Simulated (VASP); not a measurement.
Input of a VASP 6.6.1 run:

The input INCAR:

```
SYSTEM = InSe
  PREC = Accurate
  ENCUT = 520
  EDIFF = 1E-7
  ISMEAR = 0
  SIGMA = 0.05
  LREAL = .False.
  LASPH = .True.
  NELM = 80
  ALGO = Normal
  ISIF = 2
  LWAVE = .False.
  LCHARG = .False.
  LDIPOL = .True.
  IDIPOL = 3
  DIPOL = 0.5 0.5 0.415
  GGA = PE
  IVDW = 12
  NBANDS = 48
```

The input KPOINTS:

```
regular mesh
0
Gamma
  9 9 1
  0 0 0
```

File POSCAR:

```
InSe
1.0
    4.0266103962      0.0000000000      0.0000000000
   -2.0133051981      3.4871468942      0.0000000000
    0.0000000000      0.0000000000     28.2707105020
Se In
4 4
Direct
    0.0000000000      0.0000000000      0.1591753415
    0.0000000000      0.0000000000      0.3496677330
    0.0000000000      0.8888888889      0.4808989590
    0.0000000000      0.8888888889      0.6713913504
    0.6666666667      0.3333333333      0.2049979890
    0.6666666667      0.3333333333      0.3038451602
   -0.6666666667      0.5555555556      0.5267216065
   -0.6666666667      0.5555555556      0.6255687776
```

Potentials or basis: VASP PAW PBE potentials, release 64 (Se, In_d).

The run is started by

```bash
$ cat potpaw_PBE.64/Se/POTCAR potpaw_PBE.64/In_d/POTCAR > POTCAR
$ mpirun -np 1 vasp_std > vasp.out
```

What does it give for the largest force?

0.027 eV/Å.

Predict the dispersion energy per atom.

-0.246 eV.

Estimate the band gap on the k mesh.

1.20 eV (least direct gap 1.25 eV).

Forces on the atoms (eV/Å):
```
Se   0.000  0.001 -0.012
Se  -0.009  0.015  0.020
Se   0.009 -0.015 -0.020
Se   0.000 -0.001  0.012
In  -0.001  0.001  0.012
In   0.001 -0.001 -0.008
In  -0.001  0.001  0.008
In   0.001 -0.001 -0.012
```

Caveat: the cell differs from its parent crystal (layers slid over each other); spin-orbit coupling is left out, which moves the levels of the heavy elements.
